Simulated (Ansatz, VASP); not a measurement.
## Tl: VASP beside Ansatz

```xyz
1
Lattice="-1.9604 1.9604 1.9410 1.9604 -1.9604 1.9410 1.9604 1.9604 -1.9410" Properties=species:S:1:pos:R:3 pbc="T T T"
Tl    0.0000    0.0000    0.0000
```

Change from the starting cell: equal xx and yy strain of +1 %.

Alike in both runs: task single point; functional LDA; k mesh 13 × 13 × 13; occupations fermi-dirac, width 0.05 eV; no spin polarisation.

|  | VASP | Ansatz |
| --- | --- | --- |
| version | VASP 6.6.1 | Ansatz 0.2.0 |
| potentials or method | VASP PAW LDA potentials, release 64 (Tl_d), cutoff 520 eV | all-electron LAPW, scalar-relativistic |

|  | VASP | Ansatz | Ansatz less VASP |
| --- | --- | --- | --- |
| pressure (GPa) | -3.0 | -3.0 | -0.02 |
| traceless stress, the component that is largest in VASP (GPa) | -0.12 | -0.12 | 0.000 |

LDA's correlation is that of Perdew and Zunger in VASP and of Perdew and Wang (1992) in Ansatz. Ansatz ran all-electron here, and VASP with PAW potentials.

Neither program's run includes spin-orbit coupling.
